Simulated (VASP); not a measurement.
# GdN (Fm-3m) in VASP: further runs

Aim: see how the results for GdN move with the level of theory and the settings. Levels: r2SCAN+U, r2SCAN+rVV10+U, r2SCAN+D4+U. Tasks: single point.

Program: VASP 6.6.1. These are calculated values, not measurements. Logs are shortened: lines on timing, memory, paths and dates and some standing lists are left out, and cuts for length are marked.

## 1. The cell of the first run

The structure is cubic, space group Fm-3m (No. 225). The conventional cell has a = 4.985 Å, b = 4.985 Å, c = 4.985 Å, α = 90.00°, β = 90.00°, γ = 90.00°. Within 3.3 Å of Gd (site symmetry m-3m) lie 6 N at 2.49 Å. Within 3.3 Å of N (site symmetry m-3m) lie 6 Gd at 2.49 Å.

## 2. Single point, r2SCAN+U, collinear spin, ferrimagnetic start

File POSCAR:

```
GdN
1.0
    0.0000000000      2.4927290485      2.4927290485
    2.4927290485      0.0000000000      2.4927290485
    2.4927290485      2.4927290485      0.0000000000
Gd N
1 1
Direct
    0.5000000000      0.5000000000      0.5000000000
    0.0000000000      0.0000000000      0.0000000000
```

File INCAR.step1:

```
PREC = Accurate ; ENCUT = 520
ISMEAR = 0 ; SIGMA = 0.05
LREAL = F ; LASPH = T
NELM = 150 ; ISPIN = 2
MAGMOM = 7.66 -0.18 ; LMAXMIX = 6
LDAU = T ; LDAUTYPE = 2
LDAUL = 3 -1 ; LDAUU = 4 0
LDAUJ = 0 0 ; NBANDS = 22
GGA = PE ; ALGO = Normal
EDIFF = 1E-4 ; LWAVE = T
LCHARG = F
```

File INCAR.step2:

```
PREC = Accurate ; ENCUT = 520
EDIFF = 1E-6 ; ISMEAR = 0
SIGMA = 0.05 ; LREAL = F
LASPH = T ; NELM = 150
ALGO = Normal ; ISIF = 2
LWAVE = F ; LCHARG = T
ISPIN = 2 ; MAGMOM = 7.66 -0.18
LORBIT = 11 ; LMAXMIX = 6
LDAU = T ; LDAUTYPE = 2
LDAUL = 3 -1 ; LDAUU = 4 0
LDAUJ = 0 0 ; LDAUPRINT = 1
METAGGA = R2SCAN ; LMIXTAU = T
LELF = T ; LVHAR = T
NBANDS = 22 ; ISTART = 1
```

File KPOINTS:

```
Automatic mesh
0
Gamma
  8 8 8
```

Potentials or basis: VASP PAW PBE potentials, release 64 (Gd, N).

Launch:

```bash
$ cat potpaw_PBE.64/Gd/POTCAR potpaw_PBE.64/N/POTCAR > POTCAR
$ cp INCAR.step1 INCAR
$ mpirun -np 1 vasp_std > vasp.out
$ cp INCAR.step2 INCAR
$ mpirun -np 1 vasp_std > vasp.out
```

OUTCAR:

```text
PREC = Accurate
   ENCUT = 520
   EDIFF = 1E-6
   ISMEAR = 0
   LREAL = F
   LASPH = T
   NELM = 150
   ISIF = 2
   ISPIN = 2
   LORBIT = 11
   METAGGA = R2SCAN
   ISTART = 1

 ion  position               nearest neighbor table
   1  0.500  0.500  0.500-   2 2.49   2 2.49   2 2.49   2 2.49   2 2.49   2 2.49
   2  0.000  0.000  0.000-   1 2.49   1 2.49   1 2.49   1 2.49   1 2.49   1 2.49

  LATTYP: Found a face centered cubic cell.
 ALAT       =     4.9854580970

  Lattice vectors:

 A1 = (   0.0000000000,   2.4927290485,   2.4927290485)
 A2 = (   2.4927290485,   0.0000000000,   2.4927290485)
 A3 = (   2.4927290485,   2.4927290485,   0.0000000000)

Analysis of symmetry for initial positions (statically):
=====================================================================
 Subroutine PRICEL returns:
 Original cell was already a primitive cell.

 Routine SETGRP: Setting up the symmetry group for a
 face centered cubic supercell.

 Subroutine GETGRP returns: Found 48 space group operations
 (whereof 48 operations were pure point group operations)
 out of a pool of 48 trial point group operations.

The static configuration has the point symmetry O_h .

Analysis of symmetry for dynamics (positions and initial velocities):
=====================================================================
 Subroutine PRICEL returns:
 Original cell was already a primitive cell.

 Routine SETGRP: Setting up the symmetry group for a
 face centered cubic supercell.

 Subroutine GETGRP returns: Found 48 space group operations
 (whereof 48 operations were pure point group operations)
 out of a pool of 48 trial point group operations.

The dynamic configuration has the point symmetry O_h .

Analysis of structural, dynamic, and magnetic symmetry:
[... 187 lines left out ...]
  o =  0.9891  v =  0.0000 -1.0000 -0.0000  0.0000  0.0000 -0.0000  0.0000  0.0000  0.0000  0.0000  0.0000  0.0000  0.0000  0.0000      0.0000  0.0000  0.0000  0.0000  0.0000  0.0000  0.0000  0.0000  0.0000  0.0000  0.0000  0.0000  0.0000  0.0000
  o =  0.9905  v = -0.0000 -0.0000  0.0000 -0.0000  0.0236  0.9996  0.0183  0.0000  0.0000  0.0000  0.0000  0.0000  0.0000  0.0000      0.0000  0.0000  0.0000  0.0000  0.0000  0.0000  0.0000  0.0000  0.0000  0.0000  0.0000  0.0000  0.0000  0.0000
  o =  0.9905  v =  0.0006  0.0000 -0.0008  0.0000  0.7902 -0.0299  0.6121  0.0000  0.0000  0.0000  0.0000  0.0000  0.0000  0.0000      0.0000  0.0000  0.0000  0.0000  0.0000  0.0000  0.0000  0.0000  0.0000  0.0000  0.0000  0.0000  0.0000  0.0000
  o =  0.9905  v = -0.6124 -0.0000  0.7906 -0.0000  0.0008 -0.0001  0.0006  0.0000  0.0000  0.0000  0.0000  0.0000  0.0000  0.0000      0.0000  0.0000  0.0000  0.0000  0.0000  0.0000  0.0000  0.0000  0.0000  0.0000  0.0000  0.0000  0.0000  0.0000
  o =  0.9927  v =  0.0000 -0.0000 -0.0000 -1.0000 -0.0051 -0.0000  0.0066  0.0000  0.0000  0.0000  0.0000  0.0000  0.0000  0.0000      0.0000  0.0000  0.0000  0.0000  0.0000  0.0000  0.0000  0.0000  0.0000  0.0000  0.0000  0.0000  0.0000  0.0000
  o =  0.9927  v = -0.0000  0.0000 -0.0000  0.0084 -0.6124  0.0000  0.7905  0.0000  0.0000  0.0000  0.0000  0.0000  0.0000  0.0000      0.0000  0.0000  0.0000  0.0000  0.0000  0.0000  0.0000  0.0000  0.0000  0.0000  0.0000  0.0000  0.0000  0.0000
  o =  0.9927  v =  0.7906 -0.0000  0.6124 -0.0000 -0.0000 -0.0000  0.0000  0.0000  0.0000  0.0000  0.0000  0.0000  0.0000  0.0000      0.0000  0.0000  0.0000  0.0000  0.0000  0.0000  0.0000  0.0000  0.0000  0.0000  0.0000  0.0000  0.0000  0.0000

 number of electron      23.0000006 magnetization       7.0000010

 Free energy of the ion-electron system (eV)
  ---------------------------------------------------
  ext. energy  EPLUGINS =         0.00000000
  ---------------------------------------------------
  free energy    TOTEN  =       -53.61020172 eV

  energy without entropy =      -53.61020171  energy(sigma->0) =      -53.61020172

 E-fermi :   3.7609     XC(G=0): -12.2426

 val. band max:        3.6023928304   @ k =   0.5000   0.5000   0.0000
 cond. band min:       3.9204643830   @ k =   0.3750   0.3750   0.0000
 fundamental gap:      0.3180715526
 Fermi energy:         3.7609206434

 spin component 1

 k-point     1 :       0.0000    0.0000    0.0000
  band No.  band energies     occupation
      1     -41.6354      1.00000
      2     -17.9517      1.00000
      3     -17.9516      1.00000
      4     -17.9516      1.00000
      5      -9.9558      1.00000
      6      -2.0815      1.00000
[... 1193 lines left out ...]
     21      16.4585      0.00000
     22      17.7210      0.00000

 [... further k-points ...]
[... 5 lines left out ...]
  --------------------------------------------------------------------------------------
  -------------------------------------------------------------------------------------
  Total        0.0416952      0.0416952      0.0416952     -0.0000000     -0.0000000      0.0000000
  in kB        2.1564615      2.1564615      2.1564615     -0.0000000     -0.0000000      0.0000000
  external PRESSURE =       2.1564615 kB  Pullay stress =       0.0000000 kB

 VOLUME and BASIS-vectors are now :
 -----------------------------------------------------------------------------
  energy-cutoff  :      520.00
  volume of cell :       30.98
      direct lattice vectors                 reciprocal lattice vectors
     0.000000000  2.492729049  2.492729049    -0.200583373  0.200583373  0.200583373
     2.492729049  0.000000000  2.492729049     0.200583373 -0.200583373  0.200583373
     2.492729049  2.492729049  0.000000000     0.200583373  0.200583373 -0.200583373

 POSITION                                       TOTAL-FORCE (eV/Angst)
 -----------------------------------------------------------------------------------
      2.49273      2.49273      2.49273        -0.000000      0.000000     -0.000000
      0.00000      0.00000      0.00000         0.000000     -0.000000      0.000000
 -----------------------------------------------------------------------------------
    total drift:                                0.000000      0.000000      0.000000

  FREE ENERGIE OF THE ION-ELECTRON SYSTEM (eV)
  ---------------------------------------------------
  free  energy   TOTEN  =       -53.6102017239 eV

  energy  without entropy=      -53.6102017101  energy(sigma->0) =      -53.61020172

 total charge

# of ion       s       p       d       f       tot
--------------------------------------------------
    1        2.039   5.696   0.518   6.975  15.228
    2        1.253   2.421   0.000   0.000   3.674
--------------------------------------------------
tot          3.292   8.118   0.518   6.975  18.903

 magnetization (x)

# of ion       s       p       d       f       tot
--------------------------------------------------
    1       -0.011  -0.133   0.078   6.891   6.825
    2       -0.012  -0.124   0.000   0.000  -0.136
--------------------------------------------------
tot         -0.023  -0.257   0.078   6.891   6.689
```

OUTCAR.step1:

```text
PREC = Accurate
   ENCUT = 520
   ISMEAR = 0
   LREAL = F
   LASPH = T
[... 1446 lines left out ...]
 -----------------------------------------------------------------------------------
      2.49273      2.49273      2.49273        -0.000000      0.000000     -0.000000
      0.00000      0.00000      0.00000         0.000000     -0.000000      0.000000
 -----------------------------------------------------------------------------------
    total drift:                                0.000000      0.000000      0.000000

  FREE ENERGIE OF THE ION-ELECTRON SYSTEM (eV)
  ---------------------------------------------------
  free  energy   TOTEN  =       -22.9187869683 eV

  energy  without entropy=      -22.9184656589  energy(sigma->0) =      -22.91862631
```

It took 2 min on 1 thread of AMD EPYC 9R45 (Zen 5), shared host; peak memory 0.18 GiB.

What came out:

```
Free energy                                           : -53.6102 eV
Pressure                                              : 0.2 GPa
Band gap on the k mesh                                : zero (filled and empty bands overlap)
Net moment                                            : 7.00 μB per cell
Site moments                                          : Gd +6.83; N -0.14 μB
Valence electrons inside the program's atomic spheres : Gd 15.23; N 3.67
```

Eigenvalues of the final occupation matrices:
```csv
site,spin,trace,eigenvalues
site 1 f,1,6.94,0.99 0.99 0.99 0.99 0.99 0.99 0.99
site 1 f,2,0.04,0.00 0.00 0.00 0.00 0.01 0.01 0.01
```

Caveat: the PAW data sets were made with another functional, which shifts forces and pressure a little; spin-orbit coupling is left out, which moves the levels of the heavy elements; a cell with one magnetic atom can't hold antiferromagnetic order, which such compounds often take. The state reached can hang on the start; a lower one may exist.

## 3. Single point, r2SCAN+rVV10+U, collinear spin, ferromagnetic start

This run uses another cell than the first one, of 15.62 Å³/atom, 1.008 times its volume.

File POSCAR:

```
GdN
1.0
    0.0000000000      2.4994985661      2.4994985661
    2.4994985661      0.0000000000      2.4994985661
    2.4994985661      2.4994985661      0.0000000000
Gd N
1 1
Direct
    0.5000000000      0.5000000000      0.5000000000
    0.0000000000      0.0000000000      0.0000000000
```

File INCAR.step1:

```
PREC = Accurate ; ENCUT = 520
ISMEAR = 0 ; SIGMA = 0.05
LREAL = False ; LASPH = True
NELM = 150 ; ISPIN = 2
MAGMOM = 7.63 0 ; LMAXMIX = 6
LDAU = True ; LDAUTYPE = 2
LDAUL = 3 -1 ; LDAUU = 4 0
LDAUJ = 0 0 ; NBANDS = 22
GGA = PE ; ALGO = Normal
EDIFF = 1E-4 ; LWAVE = True
LCHARG = False
```

File INCAR.step2:

```
PREC = Accurate ; ENCUT = 520
EDIFF = 1E-6 ; ISMEAR = 0
SIGMA = 0.05 ; LREAL = False
LASPH = True ; NELM = 150
ALGO = Normal ; ISIF = 2
LWAVE = False ; LCHARG = False
ISPIN = 2 ; MAGMOM = 7.63 0
LORBIT = 11 ; LMAXMIX = 6
LDAU = True ; LDAUTYPE = 2
LDAUL = 3 -1 ; LDAUU = 4 0
LDAUJ = 0 0 ; LDAUPRINT = 1
METAGGA = R2SCAN ; LMIXTAU = True
LUSE_VDW = True ; IVDW_NL = 2
BPARAM = 11.95 ; CPARAM = 0.0093
NBANDS = 22 ; ISTART = 1
```

KPOINTS is that of step 2.

Potentials or basis: VASP PAW PBE potentials, release 64 (Gd, N).

Launch:

```bash
$ cat potpaw_PBE.64/Gd/POTCAR potpaw_PBE.64/N/POTCAR > POTCAR
$ cp INCAR.step1 INCAR
$ mpirun -np 1 vasp_std > vasp.out
$ cp INCAR.step2 INCAR
$ mpirun -np 1 vasp_std > vasp.out
```

OUTCAR:

```text
PREC = Accurate
   ENCUT = 520
   EDIFF = 1E-6
   ISMEAR = 0
   LREAL = False
   LASPH = True
   NELM = 150
   ISIF = 2
   ISPIN = 2
   LORBIT = 11
   METAGGA = R2SCAN
   IVDW_NL = 2
   BPARAM = 11.95
   ISTART = 1

 ion  position               nearest neighbor table
   1  0.500  0.500  0.500-   2 2.50   2 2.50   2 2.50   2 2.50   2 2.50   2 2.50
   2  0.000  0.000  0.000-   1 2.50   1 2.50   1 2.50   1 2.50   1 2.50   1 2.50

  LATTYP: Found a face centered cubic cell.
 ALAT       =     4.9989971322

  Lattice vectors:

 A1 = (   0.0000000000,   2.4994985661,   2.4994985661)
 A2 = (   2.4994985661,   0.0000000000,   2.4994985661)
 A3 = (   2.4994985661,   2.4994985661,   0.0000000000)

Analysis of symmetry for initial positions (statically):
=====================================================================
 Subroutine PRICEL returns:
 Original cell was already a primitive cell.

 Routine SETGRP: Setting up the symmetry group for a
 face centered cubic supercell.

 Subroutine GETGRP returns: Found 48 space group operations
 (whereof 48 operations were pure point group operations)
 out of a pool of 48 trial point group operations.

The static configuration has the point symmetry O_h .

Analysis of symmetry for dynamics (positions and initial velocities):
=====================================================================
 Subroutine PRICEL returns:
 Original cell was already a primitive cell.

 Routine SETGRP: Setting up the symmetry group for a
 face centered cubic supercell.

 Subroutine GETGRP returns: Found 48 space group operations
[... 199 lines left out ...]
  o =  0.9927  v =  0.0000  0.0000 -0.0000 -1.0000 -0.0045 -0.0000  0.0058  0.0000  0.0000  0.0000  0.0000  0.0000  0.0000  0.0000      0.0000  0.0000  0.0000  0.0000  0.0000  0.0000  0.0000  0.0000  0.0000  0.0000  0.0000  0.0000  0.0000  0.0000
  o =  0.9927  v =  0.0000 -0.0000 -0.0000  0.0074 -0.6124  0.0000  0.7905  0.0000  0.0000  0.0000  0.0000  0.0000  0.0000  0.0000      0.0000  0.0000  0.0000  0.0000  0.0000  0.0000  0.0000  0.0000  0.0000  0.0000  0.0000  0.0000  0.0000  0.0000
  o =  0.9927  v = -0.7906  0.0000 -0.6124  0.0000 -0.0000 -0.0000 -0.0000  0.0000  0.0000  0.0000  0.0000  0.0000  0.0000  0.0000      0.0000  0.0000  0.0000  0.0000  0.0000  0.0000  0.0000  0.0000  0.0000  0.0000  0.0000  0.0000  0.0000  0.0000

 number of electron      23.0000005 magnetization       7.0000009

 Free energy of the ion-electron system (eV)
  ---------------------------------------------------
  ext. energy  EPLUGINS =         0.00000000
  ---------------------------------------------------
  free energy    TOTEN  =       -53.05076142 eV

  energy without entropy =      -53.05076140  energy(sigma->0) =      -53.05076141

 E-fermi :   3.6844     XC(G=0): -12.2401

 val. band max:        3.5247976417   @ k =   0.5000   0.5000   0.0000
 cond. band min:       3.8412758873   @ k =   0.3750   0.3750   0.0000
 fundamental gap:      0.3164782456
 Fermi energy:         3.6843889449

 spin component 1

 k-point     1 :       0.0000    0.0000    0.0000
  band No.  band energies     occupation
      1     -41.6997      1.00000
      2     -18.0261      1.00000
      3     -18.0260      1.00000
      4     -18.0260      1.00000
      5     -10.0028      1.00000
      6      -2.1538      1.00000
[... 1193 lines left out ...]
     21      16.2829      0.00000
     22      17.5111      0.00000

 [... further k-points ...]
[... 5 lines left out ...]
  --------------------------------------------------------------------------------------
  -------------------------------------------------------------------------------------
  Total       -0.4644272     -0.4644272     -0.4644272      0.0000000     -0.0000000      0.0000000
  in kB      -23.8253632    -23.8253632    -23.8253632      0.0000000     -0.0000000      0.0000000
  external PRESSURE =     -23.8253632 kB  Pullay stress =       0.0000000 kB

 VOLUME and BASIS-vectors are now :
 -----------------------------------------------------------------------------
  energy-cutoff  :      520.00
  volume of cell :       31.23
      direct lattice vectors                 reciprocal lattice vectors
     0.000000000  2.499498566  2.499498566    -0.200040123  0.200040123  0.200040123
     2.499498566  0.000000000  2.499498566     0.200040123 -0.200040123  0.200040123
     2.499498566  2.499498566  0.000000000     0.200040123  0.200040123 -0.200040123

 POSITION                                       TOTAL-FORCE (eV/Angst)
 -----------------------------------------------------------------------------------
      2.49950      2.49950      2.49950         0.000000      0.000000     -0.000000
      0.00000      0.00000      0.00000        -0.000000     -0.000000      0.000000
 -----------------------------------------------------------------------------------
    total drift:                                0.000000      0.000000      0.000000

  FREE ENERGIE OF THE ION-ELECTRON SYSTEM (eV)
  ---------------------------------------------------
  free  energy   TOTEN  =       -53.0507614217 eV

  energy  without entropy=      -53.0507614031  energy(sigma->0) =      -53.05076141

 total charge

# of ion       s       p       d       f       tot
--------------------------------------------------
    1        2.038   5.693   0.513   6.974  15.218
    2        1.252   2.413   0.000   0.000   3.665
--------------------------------------------------
tot          3.290   8.106   0.513   6.974  18.883

 magnetization (x)

# of ion       s       p       d       f       tot
--------------------------------------------------
    1       -0.011  -0.133   0.078   6.891   6.825
    2       -0.012  -0.125   0.000   0.000  -0.137
--------------------------------------------------
tot         -0.023  -0.258   0.078   6.891   6.688
```

Run time: 2.2 min. Hardware: 1 thread of AMD EPYC 9R45 (Zen 5), shared host; peak memory 0.27 GiB.

Results:

```
Free energy                                           : -53.0508 eV
Pressure                                              : -2.4 GPa
Band gap on the k mesh                                : zero (filled and empty bands overlap)
Net moment                                            : 7.00 μB per cell
Site moments                                          : Gd +6.83; N -0.14 μB
Valence electrons inside the program's atomic spheres : Gd 15.22; N 3.67
```

Eigenvalues of the final occupation matrices:
```csv
site,spin,trace,eigenvalues
site 1 f,1,6.94,0.99 0.99 0.99 0.99 0.99 0.99 0.99
site 1 f,2,0.04,0.00 0.00 0.00 0.00 0.01 0.01 0.01
```

Caveat: the PAW data sets were made with another functional, which shifts forces and pressure a little; spin-orbit coupling is left out, which moves the levels of the heavy elements; a cell with one magnetic atom can't hold antiferromagnetic order, which such compounds often take. The state reached can hang on the start; a lower one may exist.

(Continued in part 2 of 2.)
